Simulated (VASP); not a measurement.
# Mo (P6_3/mmc) in VASP: notebook

Runs on Mo. Level: PBE. Tasks: single point.

Program: VASP 6.6.1. These are calculated values, not measurements. Logs are shortened: lines on timing, memory, paths and dates and some standing lists are left out, and cuts for length are marked.

### Step 1. The cell of the first run

The structure is hexagonal, space group P6_3/mmc (No. 194). The conventional cell has a = 2.379 Å, b = 2.379 Å, c = 3.813 Å, α = 90.00°, β = 90.00°, γ = 120.00°. Within 3.1 Å of Mo (site symmetry -6m2) lie 12 Mo at 2.35 to 2.38 Å.

### Step 2. Single point, PBE (volume scaled by 0.58)

Contents of INCAR:

```
ALGO = Normal
EDIFF = 1E-6
ENCUT = 520
GGA = PE
ISIF = 2
ISMEAR = -1
LASPH = True
LCHARG = True
LELF = True
LREAL = False
LVHAR = True
LWAVE = False
NBANDS = 21
NELM = 80
PREC = Accurate
SIGMA = 0.08
```

Contents of KPOINTS:

```
k-points
0
Gamma
  15 15 8
```

Contents of POSCAR:

```
Mo
1.0
    2.3792751597      0.0000000000      0.0000000000
   -1.1896375798      2.0605127309      0.0000000000
    0.0000000000      0.0000000000      3.8126140305
Mo
2
Direct
    0.3333333333      0.6666666667      0.2500000000
    0.6666666667      0.3333333333      0.7500000000
```

Potentials or basis: VASP PAW PBE potentials, release 64 (Mo_sv).

Launch:

```bash
cat potpaw_PBE.64/Mo_sv/POTCAR > POTCAR
mpirun -np 1 vasp_std > vasp.out
```

OUTCAR:

```text
EDIFF = 1E-6
   ENCUT = 520
   GGA = PE
   ISIF = 2
   ISMEAR = -1
   LASPH = True
   LREAL = False
   NELM = 80
   PREC = Accurate

 ion  position               nearest neighbor table
   1  0.333  0.667  0.250-   2 2.35   2 2.35   2 2.35   2 2.35   2 2.35   2 2.35   2 3.34   2 3.34
                             2 3.34   2 3.34   2 3.34   2 3.34
   2  0.667  0.333  0.750-   1 2.35   1 2.35   1 2.35   1 2.35   1 2.35   1 2.35   1 3.34   1 3.34
                             1 3.34   1 3.34   1 3.34   1 3.34

  LATTYP: Found a hexagonal cell.
 ALAT       =     2.3792751597
 C/A-ratio  =     1.6024266949

  Lattice vectors:

 A1 = (   2.3792751597,   0.0000000000,   0.0000000000)
 A2 = (  -1.1896375798,   2.0605127309,   0.0000000000)
 A3 = (   0.0000000000,   0.0000000000,   3.8126140305)

Analysis of symmetry for initial positions (statically):
=====================================================================
 Subroutine PRICEL returns:
 Original cell was already a primitive cell.

 Routine SETGRP: Setting up the symmetry group for a
 hexagonal supercell.

 Subroutine GETGRP returns: Found 24 space group operations
 (whereof 12 operations were pure point group operations)
 out of a pool of 24 trial point group operations.

The static configuration has the point symmetry D_3d.
 The point group associated with its full space group is D_6h.

Analysis of symmetry for dynamics (positions and initial velocities):
=====================================================================
 Subroutine PRICEL returns:
 Original cell was already a primitive cell.

 Routine SETGRP: Setting up the symmetry group for a
 hexagonal supercell.

 Subroutine GETGRP returns: Found 24 space group operations
 (whereof 12 operations were pure point group operations)
 out of a pool of 24 trial point group operations.

The dynamic configuration has the point symmetry D_3d.
 The point group associated with its full space group is D_6h.

 Subroutine INISYM returns: Found 24 space group operations
 (whereof 12 operations are pure point group operations),
 and found     1 'primitive' translations

----------------------------------------------------------------------------------------

                                     Primitive cell

  volume of cell :      18.6914

  direct lattice vectors                    reciprocal lattice vectors
[... 77 lines left out ...]
 SYSTEM =  unknown system
   PREC   = accura    normal or accurate (medium, high low for compatibility)
   ISTART =      0    job   : 0-new  1-cont  2-samecut
   ICHARG =      2    charge: 1-file 2-atom 10-const
   ISPIN  =      1    spin polarized calculation?
   LNONCOLLINEAR =      F non collinear calculations
   LSORBIT =      F    spin-orbit coupling
   LASPH  =      T    aspherical Exc in radial PAW
   ENCUT  =  520.0 eV  38.22 Ry    6.18 a.u.   4.42  4.42  7.09*2*pi/ulx,y,z
   NELM   =     80;   NELMIN=  2; NELMDL= -5     # of ELM steps
   EDIFF  = 0.1E-05   stopping-criterion for ELM
   LREAL  =      F    real-space projection
   EDIFFG = 0.1E-04   stopping-criterion for IOM
   NSW    =      0    number of steps for IOM
   IBRION =     -1    ionic relax: 0-MD 1-quasi-New 2-CG
   NFREE  =      0    steps in history (QN), initial steepest desc. (CG)
   ISIF   =      2    stress and relaxation
   ISYM   =      2    0-nonsym 1-usesym 2-fastsym
   POTIM  = 0.5000    time-step for ionic-motion
   TEBEG  =    0.0;   TEEND  =   0.0 temperature during run
   PSTRESS=    0.0 pullay stress
   NELECT =      28.0000    total number of electrons
   NUPDOWN=      -1.0000    fix difference up-down
   EMIN   =  10.00;   EMAX   =-10.00  energy-range for DOS
   EFERMI =   0.00;   METHOD = LEGACY
   ISMEAR =    -1;   SIGMA  =   0.08  broadening in eV -4-tet -1-fermi 0-gaus
   EFERMI_NEDOS =   21; number of points for ismear=-14 and -15
   IALGO  =     38    algorithm
   IMIX   =      4    mixing-type and parameters
     AMIX     =   0.40;   BMIX     =  1.00
     AMIX_MAG =   1.60;   BMIX_MAG =  1.00
  volume/ion in A,a.u.               =       9.35        63.07
  Fermi-wavevector in a.u.,A,eV,Ry     =   1.873182  3.539800 47.740253  3.508810
  Thomas-Fermi vector in A             =   2.918393
   LORBIT       =      0    0 simple, 1 ext, 2 COOP (PROOUT), +10 PAW based schemes
   GGA     = PE    functional components
   LHFCALC =     F    Hartree Fock is set to
   AEXX    =    0.0000 exact exchange contribution
   IVDW    =     0    specifies the selected vdW correction
   LEPSILON=     F    determine dielectric tensor
   LRPA    =     F    only Hartree local field effects (RPA)
 non-spin polarized calculation
  energy-cutoff  :      520.00
  volume of cell :       18.69
 maximum number of plane-waves:       537
 NGX is ok and might be reduce to    18
   NGX =  9   NGY =  9   NGZ = 15

 number of electron      27.9999992 magnetization

 Free energy of the ion-electron system (eV)
  ---------------------------------------------------
  ext. energy  EPLUGINS =         0.00000000
  ---------------------------------------------------
  free energy    TOTEN  =       -11.09037646 eV

  energy without entropy =      -11.05785940  energy(sigma->0) =      -11.07411793

 E-fermi :  22.4159     XC(G=0): -16.5173

 val. band max:       22.4070841215   @ k =   0.3333   0.1333   0.1250
 cond. band min:      22.4164125442   @ k =   0.3333   0.0000   0.0000
 fundamental gap:      0.0093284228
 Fermi energy:        22.4159252709

 k-point     1 :       0.0000    0.0000    0.0000
  band No.  band energies     occupation
      1     -39.8268      2.00000
      2     -38.0769      2.00000
      3     -16.2947      2.00000
      4     -11.0549      2.00000
      5     -11.0549      2.00000
      6     -10.2397      2.00000
[... 565 lines left out ...]
     20      36.9625      0.00000
     21      37.5059      0.00000

 [... further k-points ...]
[... 5 lines left out ...]
  --------------------------------------------------------------------------------------
  -------------------------------------------------------------------------------------
  Total       43.0084398     43.0084398     43.0538749      0.0000000      0.0000000     -0.0000000
  in kB     3686.5612675   3686.5612675   3690.4558410      0.0000001      0.0000000     -0.0000000
  external PRESSURE =    3687.8594586 kB  Pullay stress =       0.0000000 kB

 VOLUME and BASIS-vectors are now :
 -----------------------------------------------------------------------------
  energy-cutoff  :      520.00
  volume of cell :       18.69
      direct lattice vectors                 reciprocal lattice vectors
     2.379275160  0.000000000  0.000000000     0.420296070  0.242658049  0.000000000
    -1.189637580  2.060512731  0.000000000     0.000000000  0.485316099  0.000000000
     0.000000000  0.000000000  3.812614030     0.000000000  0.000000000  0.262287237

 POSITION                                       TOTAL-FORCE (eV/Angst)
 -----------------------------------------------------------------------------------
     -0.00000      1.37368      0.95315         0.000000      0.000000      0.000000
      1.18964      0.68684      2.85946        -0.000000     -0.000000      0.000000
 -----------------------------------------------------------------------------------
    total drift:                               -0.000000      0.000000     -0.000000

  FREE ENERGIE OF THE ION-ELECTRON SYSTEM (eV)
  ---------------------------------------------------
  free  energy   TOTEN  =       -11.0903764610 eV

  energy  without entropy=      -11.0578593987  energy(sigma->0) =      -11.07411793
```

OSZICAR:

```text
N       E                     dE             d eps       ncg     rms          rms(c)
DAV:   1     0.310656979987E+03    0.31066E+03   -0.17823E+04  5686   0.151E+03
DAV:   2    -0.545670607703E+01   -0.31611E+03   -0.30666E+03  6261   0.476E+02
DAV:   3    -0.115835638400E+02   -0.61269E+01   -0.60887E+01  6455   0.698E+01
DAV:   4    -0.116043517041E+02   -0.20788E-01   -0.20787E-01  6135   0.451E+00
DAV:   5    -0.116044815797E+02   -0.12988E-03   -0.12987E-03  6500   0.318E-01    0.660E+01
DAV:   6    -0.112153047149E+02    0.38918E+00   -0.33822E-01  5850   0.592E+00    0.346E+01
DAV:   7    -0.110938189205E+02    0.12149E+00   -0.24866E-01  5975   0.472E+00    0.145E+00
DAV:   8    -0.110903029909E+02    0.35159E-02   -0.13928E-02  6005   0.133E+00    0.672E-02
DAV:   9    -0.110903645395E+02   -0.61549E-04   -0.12150E-04  6503   0.106E-01    0.186E-02
DAV:  10    -0.110903768373E+02   -0.12298E-04   -0.12775E-05  6130   0.327E-02    0.308E-02
DAV:  11    -0.110903764610E+02    0.37633E-06   -0.10247E-06  3648   0.109E-02
   1 F= -.11090376E+02 E0= -.11074118E+02  d E =-.325171E-01
```

Run time: 23 s. Hardware: 1 thread of Intel Xeon 6975P-C, shared host; peak memory 0.16 GiB.

Results:

| Quantity | Value |
| --- | --- |
| Free energy | -11.0904 eV |
| Pressure | 368.8 GPa |
| Band gap on the k mesh | zero (band 14 reaches 24.97 eV, above the bottom of band 15 at 20.33 eV) |

Levels at points of the mesh, in eV from the Fermi level:
```
           k point  band 12  band 13  band 14  band 15  band 16  band 17
(0.00, 0.00, 0.00)    -2.54    -2.27    -0.91    -0.91     0.46     0.46
(0.00, 0.00, 0.50)    -2.73    -2.73    -2.73    -0.51    -0.51     4.84
```

[end of part 1 of 3]
